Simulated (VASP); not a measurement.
# Mg2Si (Fm-3m) in VASP: a series of runs

Mg2Si is run at these levels: PBE; tasks: single point.

All numbers are computed with VASP 6.6.1; they aren't measurements. Logs are shortened: lines on timing, memory, paths and dates and some standing lists are left out, and cuts for length are marked.

## 1. The cell of the first run

The structure is cubic, space group Fm-3m (No. 225). The conventional cell has a = 6.234 Å, b = 6.234 Å, c = 6.234 Å, α = 90.00°, β = 90.00°, γ = 90.00°. Within 3.6 Å of Mg (site symmetry -43m) lie 4 Si at 2.70 Å and 6 Mg at 3.12 Å. Within 3.6 Å of Si (site symmetry m-3m) lie 8 Mg at 2.70 Å.

## 2. Single point, PBE (20.19 Å³/atom)

INCAR reads:

```
SYSTEM = Mg2Si
PREC = Accurate
ENCUT = 600
EDIFF = 1E-6
ISMEAR = 0
SIGMA = 0.01
LREAL = .FALSE.
LASPH = .TRUE.
NELM = 120
ALGO = Normal
ISIF = 2
LWAVE = .FALSE.
LCHARG = .FALSE.
GGA = PE
NBANDS = 11
GGA_COMPAT = .FALSE.
```

KPOINTS reads:

```
regular mesh
0
G
  6 6 6
  0 0 0
```

POSCAR reads:

```
Mg2Si
1.0
    0.0000000000      3.1170475833      3.1170475833
    3.1170475833      0.0000000000      3.1170475833
    3.1170475833      3.1170475833      0.0000000000
Mg Si
2 1
Direct
    0.2500000000      0.2500000000      0.2500000000
    0.7500000000      0.7500000000      0.7500000000
    0.0000000000      0.0000000000      0.0000000000
```

Potentials or basis: VASP PAW PBE potentials, release 64 (Mg, Si).

Launch:

```sh
$ cat potpaw_PBE.64/Mg/POTCAR potpaw_PBE.64/Si/POTCAR > POTCAR
$ mpirun -np 1 vasp_std > vasp.out
```

OUTCAR:

```text
SYSTEM = Mg2Si
   PREC = Accurate
   ENCUT = 600
   EDIFF = 1E-6
   ISMEAR = 0
   LREAL = .FALSE.
   LASPH = .TRUE.
   NELM = 120
   ISIF = 2
   GGA = PE

 ion  position               nearest neighbor table
   1  0.250  0.250  0.250-   3 2.70   3 2.70   3 2.70   3 2.70   2 3.12   2 3.12   2 3.12   2 3.12
                             2 3.12   2 3.12
   2  0.750  0.750  0.750-   3 2.70   3 2.70   3 2.70   3 2.70   1 3.12   1 3.12   1 3.12   1 3.12
                             1 3.12   1 3.12
   3  0.000  0.000  0.000-   2 2.70   2 2.70   2 2.70   1 2.70   2 2.70   1 2.70   1 2.70   1 2.70

  LATTYP: Found a face centered cubic cell.
 ALAT       =     6.2340951666

  Lattice vectors:

 A1 = (   0.0000000000,   3.1170475833,   3.1170475833)
 A2 = (   3.1170475833,   0.0000000000,   3.1170475833)
 A3 = (   3.1170475833,   3.1170475833,   0.0000000000)

Analysis of symmetry for initial positions (statically):
=====================================================================
 Subroutine PRICEL returns:
 Original cell was already a primitive cell.

 Routine SETGRP: Setting up the symmetry group for a
 face centered cubic supercell.

 Subroutine GETGRP returns: Found 48 space group operations
 (whereof 48 operations were pure point group operations)
 out of a pool of 48 trial point group operations.

The static configuration has the point symmetry O_h .

Analysis of symmetry for dynamics (positions and initial velocities):
=====================================================================
 Subroutine PRICEL returns:
 Original cell was already a primitive cell.

 Routine SETGRP: Setting up the symmetry group for a
 face centered cubic supercell.

 Subroutine GETGRP returns: Found 48 space group operations
 (whereof 48 operations were pure point group operations)
 out of a pool of 48 trial point group operations.

The dynamic configuration has the point symmetry O_h .

 Subroutine INISYM returns: Found 48 space group operations
 (whereof 48 operations are pure point group operations),
 and found     1 'primitive' translations

----------------------------------------------------------------------------------------

                                     Primitive cell

  volume of cell :      60.5704

  direct lattice vectors                    reciprocal lattice vectors
     0.000000000  3.117047583  3.117047583    -0.160408203  0.160408203  0.160408203
     3.117047583  0.000000000  3.117047583     0.160408203 -0.160408203  0.160408203
     3.117047583  3.117047583  0.000000000     0.160408203  0.160408203 -0.160408203

  length of vectors
     4.408170967  4.408170967  4.408170967     0.277835157  0.277835157  0.277835157

  position of ions in fractional coordinates (direct lattice)
     0.250000000  0.250000000  0.250000000
     0.750000000  0.750000000  0.750000000
     0.000000000  0.000000000  0.000000000

  ion indices of the primitive-cell ions
   primitive index   ion index
                 1           1
                 2           2
                 3           3

----------------------------------------------------------------------------------------

 KPOINTS: regular mesh

Automatic generation of k-mesh.
 Grid dimensions read from file:
 generate k-points for:    6    6    6

 Generating k-lattice:

  Cartesian coordinates                     Fractional coordinates (reciprocal lattice)
    -0.026734700  0.026734700  0.026734700     0.166666667  0.000000000  0.000000000
     0.026734700 -0.026734700  0.026734700     0.000000000  0.166666667  0.000000000
     0.026734700  0.026734700 -0.026734700     0.000000000  0.000000000  0.166666667

  Length of vectors
     0.046305859  0.046305859  0.046305859

  Shift w.r.t. Gamma in fractional coordinates (k-lattice)
     0.000000000  0.000000000  0.000000000

 Subroutine IBZKPT returns following result:
 ===========================================

 Found     16 irreducible k-points:

 Following reciprocal coordinates:
            Coordinates               Weight
  0.000000  0.000000  0.000000      1.000000
  0.166667  0.000000  0.000000      8.000000
  0.333333  0.000000  0.000000      8.000000
  0.500000  0.000000  0.000000      4.000000
  0.166667  0.166667  0.000000      6.000000
  0.333333  0.166667  0.000000     24.000000
[... 8 lines left out ...]
 -0.333333  0.333333  0.166667     24.000000
 -0.333333  0.500000  0.166667     12.000000
   k-points           NKPTS =     16   k-points in BZ     NKDIM =     16   number of bands    NBANDS=     11
   number of dos      NEDOS =    301   number of ions     NIONS =      3
   total plane-waves  NPLWV =  46656
   dimension x,y,z NGX =    36 NGY =   36 NGZ =   36
   dimension x,y,z NGXF=    72 NGYF=   72 NGZF=   72
   ions per type =               2   1
   NGX,Y,Z   is equivalent  to a cutoff of  13.58, 13.58, 13.58 a.u.
   NGXF,Y,Z  is equivalent  to a cutoff of  27.15, 27.15, 27.15 a.u.
 SYSTEM =  Mg2Si
   PREC   = accura    normal or accurate (medium, high low for compatibility)
   ISTART =      0    job   : 0-new  1-cont  2-samecut
   ICHARG =      2    charge: 1-file 2-atom 10-const
   ISPIN  =      1    spin polarized calculation?
   LNONCOLLINEAR =      F non collinear calculations
   LSORBIT =      F    spin-orbit coupling
   LASPH  =      T    aspherical Exc in radial PAW
   ENCUT  =  600.0 eV  44.10 Ry    6.64 a.u.   8.80  8.80  8.80*2*pi/ulx,y,z
   NELM   =    120;   NELMIN=  2; NELMDL= -5     # of ELM steps
   EDIFF  = 0.1E-05   stopping-criterion for ELM
   LREAL  =      F    real-space projection
   EDIFFG = 0.1E-04   stopping-criterion for IOM
   NSW    =      0    number of steps for IOM
   IBRION =     -1    ionic relax: 0-MD 1-quasi-New 2-CG
   NFREE  =      0    steps in history (QN), initial steepest desc. (CG)
   ISIF   =      2    stress and relaxation
   ISYM   =      2    0-nonsym 1-usesym 2-fastsym
   POTIM  = 0.5000    time-step for ionic-motion
   TEBEG  =    0.0;   TEEND  =   0.0 temperature during run
   PSTRESS=    0.0 pullay stress
   NELECT =       8.0000    total number of electrons
   NUPDOWN=      -1.0000    fix difference up-down
   EMIN   =  10.00;   EMAX   =-10.00  energy-range for DOS
   EFERMI =   0.00;   METHOD = LEGACY
   ISMEAR =     0;   SIGMA  =   0.01  broadening in eV -4-tet -1-fermi 0-gaus
   EFERMI_NEDOS =   21; number of points for ismear=-14 and -15
   IALGO  =     38    algorithm
   IMIX   =      4    mixing-type and parameters
     AMIX     =   0.40;   BMIX     =  1.00
     AMIX_MAG =   1.60;   BMIX_MAG =  1.00
  volume/ion in A,a.u.               =      20.19       136.25
  Fermi-wavevector in a.u.,A,eV,Ry     =   0.833716  1.575495  9.457167  0.695082
  Thomas-Fermi vector in A             =   1.946986
   LORBIT       =      0    0 simple, 1 ext, 2 COOP (PROOUT), +10 PAW based schemes
   GGA     = PE    functional components
   LHFCALC =     F    Hartree Fock is set to
   AEXX    =    0.0000 exact exchange contribution
   IVDW    =     0    specifies the selected vdW correction
   LEPSILON=     F    determine dielectric tensor
   LRPA    =     F    only Hartree local field effects (RPA)
 non-spin polarized calculation
 Gauss-broadening in eV      SIGMA  =   0.01
  energy-cutoff  :      600.00
  volume of cell :       60.57
 maximum number of plane-waves:      2085
   NGX = 17   NGY = 17   NGZ = 17

 number of electron       8.0000000 magnetization

 Free energy of the ion-electron system (eV)
  ---------------------------------------------------
  ext. energy  EPLUGINS =         0.00000000
  ---------------------------------------------------
  free energy    TOTEN  =        -8.85529570 eV

  energy without entropy =       -8.85529570  energy(sigma->0) =       -8.85529570

 E-fermi :   4.0275     XC(G=0):  -8.9771

 val. band max:        3.9580337270   @ k =   0.0000   0.0000   0.0000
 cond. band min:       4.0888714078   @ k =   0.5000   0.5000   0.0000
 fundamental gap:      0.1308376808
 Fermi energy:         4.0275181499

 k-point     1 :       0.0000    0.0000    0.0000
  band No.  band energies     occupation
      1      -5.4013      2.00000
      2       3.9580      2.00000
      3       3.9580      2.00000
      4       3.9580      2.00000
      5       6.1692      0.00000
      6       6.5986      0.00000
      7       6.5986      0.00000
      8       6.5986      0.00000
      9       9.6533      0.00000
     10       9.6533      0.00000
     11      10.9888      0.00000

 k-point     2 :       0.1667    0.0000    0.0000
  band No.  band energies     occupation
      1      -5.1402      2.00000
      2       2.2258      2.00000
      3       3.7034      2.00000
      4       3.7034      2.00000
      5       6.0851      0.00000
      6       7.0143      0.00000
      7       7.0143      0.00000
      8       8.0414      0.00000
      9       8.9069      0.00000
     10       8.9069      0.00000
     11      10.7748      0.00000

 k-point     3 :       0.3333    0.0000    0.0000
  band No.  band energies     occupation
      1      -4.4389      2.00000
      2       0.0909      2.00000
      3       3.3633      2.00000
      4       3.3633      2.00000
      5       5.6117      0.00000
      6       6.8162      0.00000
      7       6.8162      0.00000
      8       9.3236      0.00000
      9       9.8623      0.00000
     10       9.8623      0.00000
     11      11.0062      0.00000

 k-point     4 :       0.5000    0.0000    0.0000
  band No.  band energies     occupation
      1      -3.8727      2.00000
      2      -0.9813      2.00000
      3       3.2379      2.00000
      4       3.2379      2.00000
      5       5.4352      0.00000
      6       6.5342      0.00000
      7       6.5342      0.00000
      8       9.0996      0.00000
      9      12.1078      0.00000
     10      12.1078      0.00000
     11      12.4665      0.00000

 k-point     5 :       0.1667    0.1667    0.0000
  band No.  band energies     occupation
      1      -5.0525      2.00000
      2       2.5068      2.00000
      3       3.1607      2.00000
      4       3.1607      2.00000
      5       5.8227      0.00000
      6       6.8179      0.00000
      7       7.8711      0.00000
      8       7.8711      0.00000
      9       8.4803      0.00000
     10      10.0720      0.00000
     11      12.1422      0.00000
[... 99 lines left out ...]
 k-point    13 :       0.5000    0.5000    0.0000
  band No.  band energies     occupation
      1      -3.2732      2.00000
      2      -0.6157      2.00000
      3       1.9378      2.00000
      4       1.9378      2.00000
      5       4.0889      0.00000
      6       4.4465      0.00000
      7      12.2083      0.00000
      8      12.2083      0.00000
      9      12.6099      0.00000
     10      12.6099      0.00000
     11      13.2945      0.00000

 k-point    14 :       0.5000    0.3333    0.1667
  band No.  band energies     occupation
      1      -3.8740      2.00000
      2       0.2311      2.00000
      3       1.2318      2.00000
      4       2.3074      2.00000
      5       6.2027      0.00000
      6       6.5242      0.00000
      7       7.3822      0.00000
      8       9.9029      0.00000
      9      10.3721      0.00000
     10      12.0220      0.00000
     11      13.6687      0.00000

 k-point    15 :      -0.3333    0.3333    0.1667
  band No.  band energies     occupation
      1      -3.4217      2.00000
      2      -0.2835      2.00000
      3       0.8069      2.00000
      4       1.9116      2.00000
      5       6.2623      0.00000
      6       6.8635      0.00000
      7       8.5142      0.00000
      8       9.0903      0.00000
      9      10.1289      0.00000
     10      12.3515      0.00000
     11      13.2919      0.00000

 k-point    16 :      -0.3333    0.5000    0.1667
  band No.  band energies     occupation
      1      -3.2316      2.00000
      2      -0.2269      2.00000
      3       0.8708      2.00000
      4       1.3142      2.00000
      5       5.7003      0.00000
      6       6.2051      0.00000
      7       9.1674      0.00000
      8       9.3301      0.00000
      9      12.4792      0.00000
     10      12.6487      0.00000
     11      13.0570      0.00000

------------------------ aborting loop because EDIFF is reached ----------------------------------------

  FORCE on cell =-STRESS in cart. coord.  units (eV):
  Direction    XX          YY          ZZ          XY          YZ          ZX
  --------------------------------------------------------------------------------------
  -------------------------------------------------------------------------------------
  Total        1.3957089      1.3957089      1.3957089     -0.0000000     -0.0000000     -0.0000000
  in kB       36.9185935     36.9185935     36.9185935     -0.0000000     -0.0000000     -0.0000000
  external PRESSURE =      36.9185935 kB  Pullay stress =       0.0000000 kB

 VOLUME and BASIS-vectors are now :
 -----------------------------------------------------------------------------
  energy-cutoff  :      600.00
  volume of cell :       60.57
      direct lattice vectors                 reciprocal lattice vectors
     0.000000000  3.117047583  3.117047583    -0.160408203  0.160408203  0.160408203
     3.117047583  0.000000000  3.117047583     0.160408203 -0.160408203  0.160408203
     3.117047583  3.117047583  0.000000000     0.160408203  0.160408203 -0.160408203

 POSITION                                       TOTAL-FORCE (eV/Angst)
 -----------------------------------------------------------------------------------
      1.55852      1.55852      1.55852        -0.000000     -0.000000     -0.000000
      4.67557      4.67557      4.67557         0.000000      0.000000     -0.000000
      0.00000      0.00000      0.00000         0.000000      0.000000      0.000000
 -----------------------------------------------------------------------------------
    total drift:                               -0.000000     -0.000000     -0.000000

  FREE ENERGIE OF THE ION-ELECTRON SYSTEM (eV)
  ---------------------------------------------------
  free  energy   TOTEN  =        -8.8552957001 eV

  energy  without entropy=       -8.8552957001  energy(sigma->0) =       -8.85529570
```

Run time: 9.2 s. Hardware: 1 thread of Intel Xeon Platinum 8559C (Emerald Rapids), shared host; peak memory 0.2 GiB.

Results:

```yaml
Free_energy: -8.8553 eV
Pressure: 3.7 GPa
Band_gap_on_the_k_mesh: 0.13 eV (least direct gap 2.15 eV)
```

Levels at points of the mesh, in eV from the valence-band top:
```tsv
k point	band 1	band 2	band 3	band 4	band 5	band 6	band 7	band 8
(0.00, 0.00, 0.00)	-9.36	0.00	0.00	0.00	2.21	2.64	2.64	2.64
(0.50, 0.00, 0.00)	-7.83	-4.94	-0.72	-0.72	1.48	2.58	2.58	5.14
(0.50, 0.50, 0.00)	-7.23	-4.57	-2.02	-2.02	0.13	0.49	8.25	8.25
```

Caveat: the cell stands under pressure.

## 3. Single point, PBE (20.83 Å³/atom)

This run uses another cell than the first one, of 20.83 Å³/atom.

INCAR reads:

```
PREC     = Accurate       # precision mode
ENCUT    = 600            # plane-wave cutoff, eV
EDIFF    = 1E-6           # SCF threshold, eV
ISMEAR   = 0              # smearing method
SIGMA    = 0.01           # smearing width, eV
LREAL    = F              # projectors in reciprocal space
LASPH    = T              # aspherical terms in the spheres
NELM     = 120            # most SCF steps
ALGO     = Normal         # electronic algorithm
ISIF     = 2              # what is computed and relaxed
LWAVE    = F              # write WAVECAR
LCHARG   = F              # write CHGCAR
GGA      = PE             # functional
NBANDS   = 11             # bands
GGA_COMPAT= F
```

KPOINTS reads:

```
Automatic mesh
0
Gamma
  6 6 6
```

POSCAR reads:

```
Mg2Si
1.0
    0.0000000000      3.1498610219      3.1498610219
    3.1498610219      0.0000000000      3.1498610219
    3.1498610219      3.1498610219      0.0000000000
Mg Si
2 1
Direct
    0.2500000000      0.2500000000      0.2500000000
    0.7500000000      0.7500000000      0.7500000000
    0.0000000000      0.0000000000      0.0000000000
```

Potentials or basis: VASP PAW PBE potentials, release 64 (Mg, Si).

Launch:

```sh
$ cat potpaw_PBE.64/Mg/POTCAR potpaw_PBE.64/Si/POTCAR > POTCAR
$ mpirun -np 1 vasp_std > vasp.out
```

Wall time 10 s (1 thread of Intel Xeon Platinum 8559C (Emerald Rapids), shared host); peak memory 0.2 GiB.

It converged, with:

- Free energy: -8.8871 eV
- Pressure: 1.6 GPa
- Band gap on the k mesh: 0.17 eV (least direct gap 2.02 eV)

Levels at points of the mesh, in eV from the valence-band top:
```
           k point  band 1  band 2  band 3  band 4  band 5  band 6  band 7  band 8  band 9
(0.00, 0.00, 0.00)   -9.22    0.00    0.00    0.00    2.02    2.60    2.60    2.60    5.66
(0.50, 0.00, 0.00)   -7.75   -4.84   -0.71   -0.71    1.35    2.56    2.56    5.07    8.06
(0.50, 0.50, 0.00)   -7.17   -4.49   -1.98   -1.98    0.17    0.44    8.07    8.07    8.50
```

[end of part 1 of 2]
